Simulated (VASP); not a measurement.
Set up this calculation in VASP 6.6.1, as the native input.

| Item | Value |
| --- | --- |
| Task | relaxation of cell and atoms |
| Functional | r2SCAN |
| Potentials or basis | VASP PAW PBE potentials, release 64 (Cu) |
| Cutoff | 660 eV |
| k mesh | 21 × 21 × 21 |
| Occupations | fermi-dirac, width 0.05 eV |
| Spin | no spin polarisation |
| Dipole correction | no |
| Further INCAR settings | ALGO = Normal; EDIFF = 1e-07; IBRION = 2; EDIFFG = -0.005; NSW = 60; ISIF = 3 |

The system is Cu.

```
Cu
1.0
     0.00000    1.80748    1.80748
     1.80748    0.00000    1.80748
     1.80748    1.80748    0.00000
Cu
1
Direct
  0.00000 0.00000 0.00000
```

One way to write it, as run:

POSCAR

```
Cu
1.0
    0.0000000000      1.8074791684      1.8074791684
    1.8074791684      0.0000000000      1.8074791684
    1.8074791684      1.8074791684      0.0000000000
Cu
1
Direct
    0.0000000000      0.0000000000      0.0000000000
```

INCAR.step1

```
ALGO = Normal ; EDIFF = 1E-5
EDIFFG = -0.005 ; ENCUT = 660
GGA = PE ; GGA_COMPAT = F
IBRION = 2 ; ISIF = 3
ISMEAR = -1 ; LASPH = T
LCHARG = F ; LREAL = F
LWAVE = T ; NELM = 120
NELMIN = 4 ; NSW = 100
PREC = Accurate ; SIGMA = 0.05
```

INCAR.step2

```
ALGO = Normal ; EDIFF = 1E-7
EDIFFG = -0.005 ; ENCUT = 660
GGA_COMPAT = F ; IBRION = 2
ISIF = 3 ; ISMEAR = -1
ISTART = 1 ; LASPH = T
LCHARG = F ; LMIXTAU = T
LREAL = F ; LWAVE = F
METAGGA = R2SCAN ; NELM = 120
NELMIN = 4 ; NSW = 60
PREC = Accurate ; SIGMA = 0.05
```

KPOINTS

```
k-points
0
Gamma
  21 21 21
```

Potentials or basis: VASP PAW PBE potentials, release 64 (Cu).

Run with:

```console
$ cat potpaw_PBE.64/Cu/POTCAR > POTCAR
$ cp INCAR.step1 INCAR
$ mpirun -np 1 vasp_std > vasp.out
$ cp INCAR.step2 INCAR
$ mpirun -np 1 vasp_std > vasp.out
```

Results of the run:

| Quantity | Value |
| --- | --- |
| Relaxed volume | 11.48 Å³/atom |
| Relaxed cell | a = 2.532 Å, b = 2.532 Å, c = 2.532 Å, α = 60.00°, β = 60.00°, γ = 60.00° |
| Space group after relaxing (to 0.1 Å) | Fm-3m (No. 225) |
| Energy gained by relaxing | 4.7 meV/atom |
| Ionic steps | 3 |
| Pressure after relaxing | 0.0 GPa |
| Band gap on the k mesh | zero (an odd number of electrons rules out a gap without spin polarisation) |

Caveat: the PAW data sets were made with another functional, which shifts forces and pressure a little.

It took 2.5 min on 1 thread of Intel(R) Xeon(R) 6975P-C (Granite Rapids), on a shared host, peak memory 0.18 GiB.
